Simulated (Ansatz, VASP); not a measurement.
# One calculation of HgH, two programs

```
Hg H
1.0
     5.03444    0.00000    0.00000
    -2.51722    4.35996    0.00000
     0.00000    0.00000    4.06188
Hg H
3 3
Direct
  0.50000 0.00000 0.00000
  0.50000 0.50000 0.00000
  0.00000 0.50000 0.00000
  0.00000 0.00000 0.00000
  0.33333 0.66667 0.50000
  0.66667 0.33333 0.50000
```

Alike in both runs: task relaxation of cell and atoms; functional PBE; k mesh 6 × 6 × 4; occupations gaussian, width 0.1 eV; no spin polarisation.

```csv
,VASP,Ansatz
version,VASP 6.6.1,Ansatz 0.2.0
potentials or method,"VASP PAW PBE potentials, release 64 (Hg, H), cutoff 600 eV","scalar-relativistic, plane waves, PAW"
valence electrons in the cell,39,63
```

|  | VASP | Ansatz | Ansatz less VASP |
| --- | --- | --- | --- |
| gap on the k mesh at the Fermi level, each at its own relaxed structure (eV) | none | none | - |
| relaxed volume (Å³/atom) | 17.49 | 17.25 | -0.242 |
| relaxed length of the cell vector where the two differ most in proportion (Å) | 3.086 | 3.067 | -0.0187 |

A gap of «none» marks a metal or a gap that the smearing closes. VASP's potentials hold 39 valence electrons a cell and Ansatz's 63, so a difference there can come from the potentials and not from the codes.

The k mesh is coarse, so the values compare programs but aren't converged. Spin-orbit coupling is off throughout. Noted on VASP's run: the volume moved by over 15 % at a fixed basis, so the end points are rough.
